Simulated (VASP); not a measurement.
# BaS (Fm-3m) in VASP: notebook, part 2 of 2

VASP 6.6.1. The steps go on from the part before.

### Step 3. Electric field gradients, PBE (34.21 Å³/atom)

This run uses another cell than the first one, of 34.21 Å³/atom.

Input file INCAR:

```
PREC = Accurate
ENCUT = 520
EDIFF = 1E-8
ISMEAR = -1
SIGMA = 0.02
LREAL = F
LASPH = T
NELM = 80
ALGO = Normal
ISIF = 2
LWAVE = F
LCHARG = F
GGA = PE
LEFG = T
NBANDS = 15
```

Input file KPOINTS:

```
regular mesh
0
Gamma
  8 8 8
```

Input file POSCAR:

```
BaS
1.0
    0.0000000000      3.2461158646      3.2461158646
    3.2461158646      0.0000000000      3.2461158646
    3.2461158646      3.2461158646      0.0000000000
Ba S
1 1
Direct
    0.0000000000      0.0000000000      0.0000000000
    0.5000000000      0.5000000000      0.5000000000
```

Potentials or basis: VASP PAW PBE potentials, release 64 (Ba_sv, S).

Command:

```bash
$ cat potpaw_PBE.64/Ba_sv/POTCAR potpaw_PBE.64/S/POTCAR > POTCAR
$ mpirun -np 1 vasp_std > vasp.out
```

OUTCAR:

```text
PREC = Accurate
   ENCUT = 520
   EDIFF = 1E-8
   ISMEAR = -1
   LREAL = F
   LASPH = T
   NELM = 80
   ISIF = 2
   GGA = PE

 ion  position               nearest neighbor table
   1  0.000  0.000  0.000-   2 3.25   2 3.25   2 3.25   2 3.25   2 3.25   2 3.25
   2  0.500  0.500  0.500-   1 3.25   1 3.25   1 3.25   1 3.25   1 3.25   1 3.25

  LATTYP: Found a face centered cubic cell.
 ALAT       =     6.4922317292

  Lattice vectors:

 A1 = (   0.0000000000,   3.2461158646,   3.2461158646)
 A2 = (   3.2461158646,   0.0000000000,   3.2461158646)
 A3 = (   3.2461158646,   3.2461158646,   0.0000000000)

Analysis of symmetry for initial positions (statically):
=====================================================================
 Subroutine PRICEL returns:
 Original cell was already a primitive cell.

 Routine SETGRP: Setting up the symmetry group for a
 face centered cubic supercell.

 Subroutine GETGRP returns: Found 48 space group operations
 (whereof 48 operations were pure point group operations)
 out of a pool of 48 trial point group operations.

The static configuration has the point symmetry O_h .

Analysis of symmetry for dynamics (positions and initial velocities):
=====================================================================
 Subroutine PRICEL returns:
 Original cell was already a primitive cell.

 Routine SETGRP: Setting up the symmetry group for a
 face centered cubic supercell.

 Subroutine GETGRP returns: Found 48 space group operations
 (whereof 48 operations were pure point group operations)
 out of a pool of 48 trial point group operations.

The dynamic configuration has the point symmetry O_h .

 Subroutine INISYM returns: Found 48 space group operations
 (whereof 48 operations are pure point group operations),
 and found     1 'primitive' translations

----------------------------------------------------------------------------------------

                                     Primitive cell

  volume of cell :      68.4104

  direct lattice vectors                    reciprocal lattice vectors
     0.000000000  3.246115865  3.246115865    -0.154030238  0.154030238  0.154030238
     3.246115865  0.000000000  3.246115865     0.154030238 -0.154030238  0.154030238
     3.246115865  3.246115865  0.000000000     0.154030238  0.154030238 -0.154030238

  length of vectors
     4.590701081  4.590701081  4.590701081     0.266788199  0.266788199  0.266788199

  position of ions in fractional coordinates (direct lattice)
     0.000000000  0.000000000  0.000000000
     0.500000000  0.500000000  0.500000000

  ion indices of the primitive-cell ions
   primitive index   ion index
                 1           1
                 2           2

----------------------------------------------------------------------------------------

 KPOINTS: regular mesh

Automatic generation of k-mesh.
 Grid dimensions read from file:
 generate k-points for:    8    8    8

 Generating k-lattice:

  Cartesian coordinates                     Fractional coordinates (reciprocal lattice)
    -0.019253780  0.019253780  0.019253780     0.125000000  0.000000000  0.000000000
[... 76 lines left out ...]
   IALGO  =     38    algorithm
   IMIX   =      4    mixing-type and parameters
     AMIX     =   0.40;   BMIX     =  1.00
     AMIX_MAG =   1.60;   BMIX_MAG =  1.00
  volume/ion in A,a.u.               =      34.21       230.83
  Fermi-wavevector in a.u.,A,eV,Ry     =   1.008651  1.906074 13.842245  1.017376
  Thomas-Fermi vector in A             =   2.141531
   LORBIT       =      0    0 simple, 1 ext, 2 COOP (PROOUT), +10 PAW based schemes
   GGA     = PE    functional components
   LHFCALC =     F    Hartree Fock is set to
   AEXX    =    0.0000 exact exchange contribution
   IVDW    =     0    specifies the selected vdW correction
   LEPSILON=     F    determine dielectric tensor
   LRPA    =     F    only Hartree local field effects (RPA)
 non-spin polarized calculation
  energy-cutoff  :      520.00
  volume of cell :       68.41
 maximum number of plane-waves:      1862
 NGX is ok and might be reduce to    36
   NGX = 17   NGY = 17   NGZ = 17

 number of electron      16.0000000 magnetization

 Free energy of the ion-electron system (eV)
  ---------------------------------------------------
  ext. energy  EPLUGINS =         0.00000000
  ---------------------------------------------------
  free energy    TOTEN  =       -10.19200539 eV

  energy without entropy =      -10.19200539  energy(sigma->0) =      -10.19200539

 E-fermi :   1.6592     XC(G=0):  -8.4250

 val. band max:        1.2082505526   @ k =   0.0000   0.0000   0.0000
 cond. band min:       3.3912202211   @ k =   0.5000   0.5000   0.0000
 fundamental gap:      2.1829696685
 Fermi energy:         1.6592124428

 k-point     1 :       0.0000    0.0000    0.0000
  band No.  band energies     occupation
      1     -25.0252      2.00000
      2     -10.0850      2.00000
      3     -10.0850      2.00000
      4     -10.0850      2.00000
      5      -9.0787      2.00000
      6       1.2083      2.00000
      7       1.2083      2.00000
      8       1.2083      2.00000
      9       4.5747      0.00000
     10       5.0651      0.00000
     11       5.0651      0.00000
     12       5.0651      0.00000
     13       5.9407      0.00000
     14       5.9407      0.00000
[... 401 lines left out ...]
      2     -10.8353      2.00000
      3     -10.2464      2.00000
      4     -10.1723      2.00000
      5      -8.3032      2.00000
      6      -0.2017      2.00000
      7       0.3984      2.00000
      8       0.4557      2.00000
      9       5.8197      0.00000
     10       5.9834      0.00000
     11       7.6581      0.00000
     12       7.8229      0.00000
     13       8.7766      0.00000
     14       9.6946      0.00000
     15      10.2458      0.00000

 [... further k-points ...]
[... 5 lines left out ...]
  --------------------------------------------------------------------------------------
  -------------------------------------------------------------------------------------
  Total       -0.2839688     -0.2839688     -0.2839688      0.0000000      0.0000000      0.0000000
  in kB       -6.6505742     -6.6505742     -6.6505742      0.0000000      0.0000000      0.0000000
  external PRESSURE =      -6.6505742 kB  Pullay stress =       0.0000000 kB

 VOLUME and BASIS-vectors are now :
 -----------------------------------------------------------------------------
  energy-cutoff  :      520.00
  volume of cell :       68.41
      direct lattice vectors                 reciprocal lattice vectors
     0.000000000  3.246115865  3.246115865    -0.154030238  0.154030238  0.154030238
     3.246115865  0.000000000  3.246115865     0.154030238 -0.154030238  0.154030238
     3.246115865  3.246115865  0.000000000     0.154030238  0.154030238 -0.154030238

 POSITION                                       TOTAL-FORCE (eV/Angst)
 -----------------------------------------------------------------------------------
      0.00000      0.00000      0.00000        -0.000000     -0.000000      0.000000
      3.24612      3.24612      3.24612         0.000000      0.000000      0.000000
 -----------------------------------------------------------------------------------
    total drift:                                0.000000      0.000000      0.000000

  FREE ENERGIE OF THE ION-ELECTRON SYSTEM (eV)
  ---------------------------------------------------
  free  energy   TOTEN  =       -10.1920053885 eV

  energy  without entropy=      -10.1920053885  energy(sigma->0) =      -10.19200539

 Electric field gradients (V/A^2)
---------------------------------------------------------------------
 ion       V_xx      V_yy      V_zz      V_xy      V_xz      V_yz
---------------------------------------------------------------------
   1       0.000    -0.000    -0.000     0.000     0.000     0.000
   2       0.000    -0.000    -0.000     0.000     0.000     0.000
---------------------------------------------------------------------

 Electric field gradients after diagonalization (V/A^2)
 (convention: |V_zz| > |V_xx| > |V_yy|)
----------------------------------------------------------------------
 ion       V_xx      V_yy      V_zz     asymmetry (V_yy - V_xx)/ V_zz
----------------------------------------------------------------------
   1      -0.000    -0.000     0.000       0.000
   2      -0.000    -0.000     0.000       0.000
----------------------------------------------------------------------

           NMR quadrupolar parameters

 Cq : quadrupolar parameter    Cq=e*Q*V_zz/h
 eta: asymmetry parameters     (V_yy - V_xx)/ V_zz
 Q  : nuclear electric quadrupole moment in mb (millibarn)
----------------------------------------------------------------------
 ion       Cq(MHz)       eta       Q (mb)
----------------------------------------------------------------------
   1       0.000       0.000       1.000
   2       0.000       0.000       1.000
----------------------------------------------------------------------
```

OSZICAR:

```text
N       E                     dE             d eps       ncg     rms          rms(c)
DAV:   1     0.843696695544E+02    0.84370E+02   -0.67460E+03   870   0.919E+02
DAV:   2    -0.539836680697E+01   -0.89768E+02   -0.81355E+02  1195   0.168E+02
DAV:   3    -0.105942212694E+02   -0.51959E+01   -0.51540E+01  1206   0.429E+01
DAV:   4    -0.106899873976E+02   -0.95766E-01   -0.95749E-01  1089   0.591E+00
DAV:   5    -0.106917950950E+02   -0.18077E-02   -0.18077E-02  1211   0.675E-01    0.454E+00
DAV:   6    -0.101718938837E+02    0.51990E+00   -0.71410E-01  1010   0.505E+00    0.307E+00
DAV:   7    -0.101756323295E+02   -0.37384E-02   -0.18912E-01  1067   0.241E+00    0.207E+00
DAV:   8    -0.101899984174E+02   -0.14366E-01   -0.24864E-02   961   0.112E+00    0.196E-01
DAV:   9    -0.101909762667E+02   -0.97785E-03   -0.34609E-03  1129   0.432E-01    0.183E-01
DAV:  10    -0.101918791563E+02   -0.90289E-03   -0.10318E-03   947   0.206E-01    0.463E-02
DAV:  11    -0.101920013817E+02   -0.12223E-03   -0.15490E-04  1094   0.742E-02    0.161E-02
DAV:  12    -0.101920054605E+02   -0.40787E-05   -0.87080E-06   996   0.193E-02    0.303E-03
DAV:  13    -0.101920052426E+02    0.21789E-06   -0.67884E-07  1144   0.527E-03    0.163E-03
DAV:  14    -0.101920054214E+02   -0.17884E-06   -0.73773E-08  1073   0.208E-03    0.574E-04
DAV:  15    -0.101920053906E+02    0.30845E-07   -0.13354E-08  1042   0.679E-04    0.567E-04
DAV:  16    -0.101920053885E+02    0.20531E-08   -0.10608E-09   568   0.236E-04
   1 F= -.10192005E+02 E0= -.10192005E+02  d E =-.988618E-12
```

stdout:

```text
POSCAR found type information on POSCAR BaS
 POSCAR found :  2 types and       2 ions
 scaLAPACK will be used
 LDA part: xc-table for (Slater+PW92), standard interpolation
 POSCAR, INCAR and KPOINTS ok, starting setup
 FFT: planning ... GRIDC
 FFT: planning ... GRID_SOFT
 FFT: planning ... GRID
 WAVECAR not read
 entering main loop
ion   1

ion   2
```

It took 34 s on 1 thread of Intel Xeon Platinum 8175M at 2.50GHz (Skylake/Cascade Lake), shared host; peak memory 0.21 GiB.

What came out:

```yaml
Free_energy: -10.1920 eV
Pressure: -0.7 GPa
Band_gap_on_the_k_mesh: 2.18 eV (least direct gap 2.34 eV)
Largest_electric_field_gradient_by_atom: zero within the noise of the run
```

Caveat: spin-orbit coupling is left out, which moves the levels of the heavy elements.
